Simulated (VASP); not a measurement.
# Hf3NbO (P4/mmm) in VASP: further runs

Hf3NbO is run at these levels: PBE; tasks: single point, relaxation of cell and atoms.

All numbers are computed with VASP 6.6.1; they aren't measurements. Logs are shortened: lines on timing, memory, paths and dates and some standing lists are left out, and cuts for length are marked.

**1. The cell of the first run**

It takes space group P4/mmm (No. 123, tetragonal). The conventional cell has a = 3.324 Å, b = 3.324 Å, c = 7.866 Å, α = 90.00°, β = 90.00°, γ = 90.00°. Hf (site symmetry 4mm) has 1 O at 2.23 Å within 2.9 Å. Within 3.1 Å of Hf (site symmetry 4/mmm) lie 4 O at 2.35 Å. Within 3.8 Å of Nb (site symmetry 4/mmm) lie 8 Hf at 2.90 Å and 4 Nb at 3.32 Å. O (site symmetry 4/mmm) has 6 Hf at 2.23 to 2.35 Å within 2.9 Å.

**2. Single point, PBE**

File INCAR:

```
SYSTEM = Hf3NbO
PREC = Accurate
ENCUT = 520
EDIFF = 1E-6
ISMEAR = 0
SIGMA = 0.1
LREAL = .False.
LASPH = .True.
NELM = 60
ALGO = Normal
ISIF = 2
LWAVE = .False.
LCHARG = .False.
GGA = PE
NBANDS = 32
```

File KPOINTS:

```
Automatic mesh
0
Gamma
  6 6 2
  0 0 0
```

File POSCAR:

```
Hf3NbO
1.0
    3.3238343660      0.0000000000      0.0000000000
    0.0000000000      3.3238343660      0.0000000000
    0.0000000000      0.0000000000      7.8655255506
Hf Nb O
3 1 1
Direct
    0.5000000000      0.5000000000      0.2169658233
    0.5000000000      0.5000000000      0.7830341767
    0.0000000000      0.0000000000      0.5000000000
    0.0000000000      0.0000000000      0.0000000000
    0.5000000000      0.5000000000      0.5000000000
```

Potentials or basis: VASP PAW PBE potentials, release 64 (Hf_pv, Nb_sv, O).

The run is started by

```sh
$ cat potpaw_PBE.64/Hf_pv/POTCAR potpaw_PBE.64/Nb_sv/POTCAR potpaw_PBE.64/O/POTCAR > POTCAR
$ mpirun -np 1 vasp_std > vasp.out
```

OUTCAR:

```text
SYSTEM = Hf3NbO
   PREC = Accurate
   ENCUT = 520
   EDIFF = 1E-6
   ISMEAR = 0
   LREAL = .False.
   LASPH = .True.
   NELM = 60
   ISIF = 2
   GGA = PE

 ion  position               nearest neighbor table
   1  0.500  0.500  0.217-   5 2.23   4 2.90   4 2.90   4 2.90   4 2.90   3 3.24   3 3.24   3 3.24
                             3 3.24   2 3.41
   2  0.500  0.500  0.783-   5 2.23   4 2.90   4 2.90   4 2.90   4 2.90   3 3.24   3 3.24   3 3.24
                             3 3.24   1 3.41
   3  0.000  0.000  0.500-   5 2.35   5 2.35   5 2.35   5 2.35   2 3.24   2 3.24   1 3.24   2 3.24
                             1 3.24   1 3.24   2 3.24   1 3.24
   4  0.000  0.000  0.000-   1 2.90   2 2.90   1 2.90   2 2.90   1 2.90   2 2.90   1 2.90   2 2.90

   5  0.500  0.500  0.500-   1 2.23   2 2.23   3 2.35   3 2.35   3 2.35   3 2.35

  LATTYP: Found a simple tetragonal cell.
 ALAT       =     3.3238343660
 C/A-ratio  =     2.3664011754

  Lattice vectors:

 A1 = (   3.3238343660,   0.0000000000,   0.0000000000)
 A2 = (   0.0000000000,   3.3238343660,   0.0000000000)
 A3 = (   0.0000000000,   0.0000000000,   7.8655255506)

Analysis of symmetry for initial positions (statically):
=====================================================================
 Subroutine PRICEL returns:
 Original cell was already a primitive cell.

 Routine SETGRP: Setting up the symmetry group for a
 simple tetragonal supercell.

 Subroutine GETGRP returns: Found 16 space group operations
 (whereof 16 operations were pure point group operations)
 out of a pool of 16 trial point group operations.

The static configuration has the point symmetry D_4h.

Analysis of symmetry for dynamics (positions and initial velocities):
=====================================================================
 Subroutine PRICEL returns:
 Original cell was already a primitive cell.

 Routine SETGRP: Setting up the symmetry group for a
 simple tetragonal supercell.

 Subroutine GETGRP returns: Found 16 space group operations
 (whereof 16 operations were pure point group operations)
 out of a pool of 16 trial point group operations.

The dynamic configuration has the point symmetry D_4h.

 Subroutine INISYM returns: Found 16 space group operations
 (whereof 16 operations are pure point group operations),
 and found     1 'primitive' translations

----------------------------------------------------------------------------------------

                                     Primitive cell

  volume of cell :      86.8973

  direct lattice vectors                    reciprocal lattice vectors
     3.323834366  0.000000000  0.000000000     0.300857350  0.000000000  0.000000000
     0.000000000  3.323834366  0.000000000     0.000000000  0.300857350  0.000000000
     0.000000000  0.000000000  7.865525551     0.000000000  0.000000000  0.127137086

  length of vectors
     3.323834366  3.323834366  7.865525551     0.300857350  0.300857350  0.127137086

  position of ions in fractional coordinates (direct lattice)
     0.500000000  0.500000000  0.216965823
     0.500000000  0.500000000  0.783034177
     0.000000000  0.000000000  0.500000000
     0.000000000  0.000000000  0.000000000
     0.500000000  0.500000000  0.500000000

  ion indices of the primitive-cell ions
   primitive index   ion index
                 1           1
                 2           2
                 3           3
                 4           4
                 5           5

----------------------------------------------------------------------------------------

 KPOINTS: Automatic mesh

Automatic generation of k-mesh.
 Grid dimensions read from file:
 generate k-points for:    6    6    2

 Generating k-lattice:

  Cartesian coordinates                     Fractional coordinates (reciprocal lattice)
     0.050142892  0.000000000  0.000000000     0.166666667  0.000000000  0.000000000
     0.000000000  0.050142892  0.000000000     0.000000000  0.166666667  0.000000000
     0.000000000  0.000000000  0.063568543     0.000000000  0.000000000  0.500000000

  Length of vectors
     0.050142892  0.050142892  0.063568543

  Shift w.r.t. Gamma in fractional coordinates (k-lattice)
     0.000000000  0.000000000  0.000000000

 Subroutine IBZKPT returns following result:
 ===========================================

 Found     20 irreducible k-points:

 Following reciprocal coordinates:
            Coordinates               Weight
  0.000000  0.000000  0.000000      1.000000
  0.166667  0.000000  0.000000      4.000000
  0.333333  0.000000  0.000000      4.000000
  0.500000  0.000000  0.000000      2.000000
  0.166667  0.166667  0.000000      4.000000
  0.333333  0.166667  0.000000      8.000000
[... 12 lines left out ...]
  0.500000  0.333333  0.500000      4.000000
  0.500000  0.500000  0.500000      1.000000
   k-points           NKPTS =     20   k-points in BZ     NKDIM =     20   number of bands    NBANDS=     32
   number of dos      NEDOS =    301   number of ions     NIONS =      5
   total plane-waves  NPLWV =  47040
   dimension x,y,z NGX =    28 NGY =   28 NGZ =   60
   dimension x,y,z NGXF=    56 NGYF=   56 NGZF=  120
   ions per type =               3   1   1
   NGX,Y,Z   is equivalent  to a cutoff of  14.00, 14.00, 12.68 a.u.
   NGXF,Y,Z  is equivalent  to a cutoff of  28.01, 28.01, 25.36 a.u.
 SYSTEM =  Hf3NbO
   PREC   = accura    normal or accurate (medium, high low for compatibility)
   ISTART =      0    job   : 0-new  1-cont  2-samecut
   ICHARG =      2    charge: 1-file 2-atom 10-const
   ISPIN  =      1    spin polarized calculation?
   LNONCOLLINEAR =      F non collinear calculations
   LSORBIT =      F    spin-orbit coupling
   LASPH  =      T    aspherical Exc in radial PAW
   ENCUT  =  520.0 eV  38.22 Ry    6.18 a.u.   6.18  6.18 14.62*2*pi/ulx,y,z
   NELM   =     60;   NELMIN=  2; NELMDL= -5     # of ELM steps
   EDIFF  = 0.1E-05   stopping-criterion for ELM
   LREAL  =      F    real-space projection
   EDIFFG = 0.1E-04   stopping-criterion for IOM
   NSW    =      0    number of steps for IOM
   IBRION =     -1    ionic relax: 0-MD 1-quasi-New 2-CG
   NFREE  =      0    steps in history (QN), initial steepest desc. (CG)
   ISIF   =      2    stress and relaxation
   ISYM   =      2    0-nonsym 1-usesym 2-fastsym
   POTIM  = 0.5000    time-step for ionic-motion
   TEBEG  =    0.0;   TEEND  =   0.0 temperature during run
   PSTRESS=    0.0 pullay stress
   NELECT =      49.0000    total number of electrons
   NUPDOWN=      -1.0000    fix difference up-down
   EMIN   =  10.00;   EMAX   =-10.00  energy-range for DOS
   EFERMI =   0.00;   METHOD = LEGACY
   ISMEAR =     0;   SIGMA  =   0.10  broadening in eV -4-tet -1-fermi 0-gaus
   EFERMI_NEDOS =   21; number of points for ismear=-14 and -15
   IALGO  =     38    algorithm
   IMIX   =      4    mixing-type and parameters
     AMIX     =   0.40;   BMIX     =  1.00
     AMIX_MAG =   1.60;   BMIX_MAG =  1.00
  volume/ion in A,a.u.               =      17.38       117.28
  Fermi-wavevector in a.u.,A,eV,Ry     =   1.352502  2.555859 24.888629  1.829263
  Thomas-Fermi vector in A             =   2.479836
   LORBIT       =      0    0 simple, 1 ext, 2 COOP (PROOUT), +10 PAW based schemes
   GGA     = PE    functional components
   LHFCALC =     F    Hartree Fock is set to
   AEXX    =    0.0000 exact exchange contribution
   IVDW    =     0    specifies the selected vdW correction
   LEPSILON=     F    determine dielectric tensor
   LRPA    =     F    only Hartree local field effects (RPA)
 non-spin polarized calculation
 Gauss-broadening in eV      SIGMA  =   0.10
  energy-cutoff  :      520.00
  volume of cell :       86.90
 maximum number of plane-waves:      2384
 NGX is ok and might be reduce to    28
   NGX = 13   NGY = 13   NGZ = 29

 number of electron      48.9999999 magnetization

 Free energy of the ion-electron system (eV)
  ---------------------------------------------------
  ext. energy  EPLUGINS =         0.00000000
  ---------------------------------------------------
  free energy    TOTEN  =       -49.64089703 eV

  energy without entropy =      -49.61259279  energy(sigma->0) =      -49.62674491

 E-fermi :   6.8011     XC(G=0): -11.8606

 val. band max:        6.7848536741   @ k =   0.1667   0.1667   0.5000
 cond. band min:       6.8176205720   @ k =   0.3333   0.0000   0.0000
 fundamental gap:      0.0327668979
 Fermi energy:         6.8011080492

 k-point     1 :       0.0000    0.0000    0.0000
  band No.  band energies     occupation
      1     -47.2503      2.00000
      2     -24.6049      2.00000
      3     -24.6049      2.00000
      4     -24.3634      2.00000
      5     -23.7570      2.00000
      6     -23.6332      2.00000
[... 24 lines left out ...]
     31       9.4815      0.00000
     32       9.7374      0.00000

 k-point     2 :       0.1667    0.0000    0.0000
  band No.  band energies     occupation
      1     -47.2459      2.00000
      2     -24.7188      2.00000
      3     -24.5926      2.00000
      4     -24.3486      2.00000
      5     -23.7839      2.00000
      6     -23.7531      2.00000
[... 24 lines left out ...]
     31       9.6959      0.00000
     32       9.7538      0.00000

 k-point     3 :       0.3333    0.0000    0.0000
  band No.  band energies     occupation
      1     -47.2371      2.00000
      2     -24.9304      2.00000
      3     -24.5679      2.00000
      4     -24.3332      2.00000
      5     -23.8800      2.00000
      6     -23.8360      2.00000
[... 24 lines left out ...]
     31       9.4247      0.00000
     32      10.3459      0.00000

 k-point     4 :       0.5000    0.0000    0.0000
  band No.  band energies     occupation
      1     -47.2327      2.00000
      2     -25.0298      2.00000
      3     -24.5555      2.00000
      4     -24.3362      2.00000
      5     -23.9262      2.00000
      6     -23.8538      2.00000
[... 24 lines left out ...]
     31       9.3895      0.00000
     32      10.3268      0.00000

 k-point     5 :       0.1667    0.1667    0.0000
  band No.  band energies     occupation
      1     -47.2415      2.00000
      2     -24.7250      2.00000
      3     -24.6729      2.00000
      4     -24.3356      2.00000
      5     -23.7795      2.00000
      6     -23.7459      2.00000
[... 444 lines left out ...]
     31       9.9380      0.00000
     32      10.9416      0.00000

 k-point    18 :       0.3333    0.3333    0.5000
  band No.  band energies     occupation
      1     -47.2235      2.00000
      2     -24.8521      2.00000
      3     -24.8071      2.00000
      4     -24.2828      2.00000
      5     -23.8064      2.00000
      6     -23.7865      2.00000
[... 24 lines left out ...]
     31      10.5188      0.00000
     32      11.0794      0.00000

 k-point    19 :       0.5000    0.3333    0.5000
  band No.  band energies     occupation
      1     -47.2189      2.00000
      2     -24.9124      2.00000
      3     -24.7972      2.00000
      4     -24.2697      2.00000
      5     -23.8713      2.00000
      6     -23.7866      2.00000
[... 24 lines left out ...]
     31      10.7259      0.00000
     32      10.9997      0.00000

 k-point    20 :       0.5000    0.5000    0.5000
  band No.  band energies     occupation
      1     -47.2143      2.00000
      2     -24.8739      2.00000
      3     -24.8739      2.00000
      4     -24.2495      2.00000
      5     -23.8758      2.00000
      6     -23.8758      2.00000
[... 24 lines left out ...]
     31      10.8842      0.00000
     32      11.0241      0.00000

------------------------ aborting loop because EDIFF is reached ----------------------------------------

  FORCE on cell =-STRESS in cart. coord.  units (eV):
  Direction    XX          YY          ZZ          XY          YZ          ZX
  --------------------------------------------------------------------------------------
  -------------------------------------------------------------------------------------
  Total       -0.5987687     -0.5987687     -0.5220027      0.0000000      0.0000000     -0.0000000
  in kB      -11.0398510    -11.0398510     -9.6244707      0.0000000      0.0000000     -0.0000000
  external PRESSURE =     -10.5680576 kB  Pullay stress =       0.0000000 kB

 VOLUME and BASIS-vectors are now :
 -----------------------------------------------------------------------------
  energy-cutoff  :      520.00
  volume of cell :       86.90
      direct lattice vectors                 reciprocal lattice vectors
     3.323834366  0.000000000  0.000000000     0.300857350  0.000000000  0.000000000
     0.000000000  3.323834366  0.000000000     0.000000000  0.300857350  0.000000000
     0.000000000  0.000000000  7.865525551     0.000000000  0.000000000  0.127137086

 POSITION                                       TOTAL-FORCE (eV/Angst)
 -----------------------------------------------------------------------------------
      1.66192      1.66192      1.70655         0.000000     -0.000000      0.053244
      1.66192      1.66192      6.15898        -0.000000     -0.000000     -0.053244
      0.00000      0.00000      3.93276         0.000000      0.000000      0.000000
      0.00000      0.00000      0.00000         0.000000      0.000000      0.000000
      1.66192      1.66192      3.93276         0.000000      0.000000      0.000000
 -----------------------------------------------------------------------------------
    total drift:                                0.000000      0.000000     -0.000000

  FREE ENERGIE OF THE ION-ELECTRON SYSTEM (eV)
  ---------------------------------------------------
  free  energy   TOTEN  =       -49.6408970343 eV

  energy  without entropy=      -49.6125927895  energy(sigma->0) =      -49.62674491
```

It took 38 s on 1 thread of Intel Xeon 6975P-C (Granite Rapids), shared host; peak memory 0.22 GiB.

Results:

- Free energy: -49.6409 eV
- Pressure: -1.1 GPa
- Largest force: 0.053 eV/Å

Forces in eV/Å, atoms in the order of the input:
```
Hf   0.000  0.000  0.053
Hf   0.000  0.000 -0.053
Hf   0.000  0.000  0.000
Nb   0.000  0.000  0.000
O    0.000  0.000  0.000
```

Caveat: the k points lie up to 0.40 Å⁻¹ apart; spin-orbit coupling is left out, which moves the levels of the heavy elements; an odd number of electrons without spin polarisation forces a metal; a magnetic or distorted state may lie lower.

(Part 1 of 2 ends here.)
